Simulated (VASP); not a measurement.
A run of VASP 6.6.1 is set up as follows.

Contents of POSCAR:

```
NaH
1.0
    3.9532815359      0.0000000000      0.0000000000
   -1.9766407679      3.4236422384      0.0000000000
    0.0000000000      0.0000000000      4.8282923139
Na H
2 2
Direct
    0.3333333333      0.6666666667     -0.0624996803
    0.6666666667      0.3333333333      0.4375003197
    0.3333333333      0.6666666667      0.4374996803
    0.6666666667      0.3333333333      0.9374996803
```

Contents of INCAR.step1:

```
SYSTEM = NaH
PREC = Accurate ; ENCUT = 520
ISMEAR = 0 ; SIGMA = 0.01
LREAL = .False. ; LASPH = .True.
NELM = 60 ; NBANDS = 16
GGA = PE ; ALGO = Normal
EDIFF = 1E-4 ; LWAVE = .True.
LCHARG = .False.
```

Contents of INCAR.step2:

```
SYSTEM = NaH
PREC = Accurate ; ENCUT = 520
EDIFF = 1E-7 ; ISMEAR = 0
SIGMA = 0.01 ; LREAL = .False.
LASPH = .True. ; NELM = 60
ALGO = Normal ; ISIF = 2
LWAVE = .False. ; LCHARG = .True.
METAGGA = R2SCAN ; LMIXTAU = .True.
LELF = .True. ; LVHAR = .True.
NBANDS = 16 ; ISTART = 1
```

The input KPOINTS:

```
Automatic mesh
0
Gamma
  12 12 6
  0 0 0
```

Potentials or basis: VASP PAW PBE potentials, release 64 (Na_pv, H).

The run is started by

```sh
$ cat potpaw_PBE.64/Na_pv/POTCAR potpaw_PBE.64/H/POTCAR > POTCAR
$ cp INCAR.step1 INCAR
$ mpirun -np 1 vasp_std > vasp.out
$ cp INCAR.step2 INCAR
$ mpirun -np 1 vasp_std > vasp.out
```

(1) Predict the pressure.

(2) Estimate the band gap on the k mesh.

Results:

(1) -0.1 GPa.

(2) 3.68 eV, indirect (least direct gap 4.45 eV).

Caveat: the PAW data sets were made with another functional, which shifts forces and pressure a little.
